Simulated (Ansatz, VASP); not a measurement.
## SnSe: VASP beside Ansatz

File INCAR:

```
SYSTEM = SnSe
PREC = Accurate
ENCUT = 520
EDIFF = 1E-6
ISMEAR = 0
SIGMA = 0.1
LREAL = .False.
LASPH = .True.
NELM = 60
ALGO = Normal
ISIF = 2
LWAVE = .False.
LCHARG = .True.
GGA = PE
IVDW = 12
LELF = .True.
LVHAR = .True.
NBANDS = 28
```

File KPOINTS:

```
regular mesh
0
Gamma
  6 6 2
  0 0 0
```

The input POSCAR:

```
SnSe
1.0
    3.9541977200      0.0000000000      0.0000000000
   -1.9770988600      3.4244356700      0.0000000000
    0.0000000000      0.0000000000      8.4413209700
Sn Se
2 2
Direct
    0.0000000000      0.0000000000      0.1639161200
    0.0000000000      0.0000000000      0.8360838800
    0.3333333300      0.6666666700      0.3134178300
    0.3333333300      0.6666666700      0.6865821700
```

Input for Ansatz:

```yaml
crystal:
  lattice:
    - [3.95419772, 0.0, 0.0]
    - [-1.97709886, 3.42443567, 0.0]
    - [0.0, 0.0, 8.44132097]
  atoms:
    - { symbol: Sn, position: [0.0, 0.0, 0.16391612] }
    - { symbol: Sn, position: [0.0, 0.0, 0.83608388] }
    - { symbol: Se, position: [0.33333333, 0.66666667, 0.31341783] }
    - { symbol: Se, position: [0.33333333, 0.66666667, 0.68658217] }
basis:
  ecutwfc: 420
kpoints:
  mp_grid: { grid: [6, 6, 2] }
hamiltonian:
  xc: pbe
  dispersion: d3bj
scf:
  occupations: { method: gaussian, width: 0.1 }
  lower_state_search: "off"
output:
  forces: true
  stress: true
  eigenvalues: true
```

Alike in both runs: task single point; functional PBE; dispersion D3(BJ); k mesh 6 × 6 × 2; occupations gaussian, width 0.1 eV; no spin polarisation.

```csv
,VASP,Ansatz
version,VASP 6.6.1,Ansatz 0.2.0
potentials or method,"VASP PAW PBE potentials, release 64 (Sn_d, Se), cutoff 520 eV","scalar-relativistic, plane waves, PAW"
valence electrons in the cell,40,60
```

Ansatz gave:

```
gap on the k mesh at the Fermi level (eV)                     : none
pressure (GPa)                                                : 9.3
traceless stress, the component that is largest in VASP (GPa) : 3.45
rms of the force components (eV/Å)                            : 0.795
```

Estimate VASP's values.

gap on the k mesh at the Fermi level (eV): none; pressure (GPa): 9.4; traceless stress, the component that is largest in VASP (GPa): 3.38; rms of the force components (eV/Å): 0.801.

Atom by atom the forces differ by 0.012 eV/Å (rms over components). A gap of «none» marks a metal or a gap that the smearing closes. VASP's potentials hold 40 valence electrons a cell and Ansatz's 60, so a difference there can come from the potentials and not from the codes.

The k mesh is coarse, so the values compare programs but aren't converged.
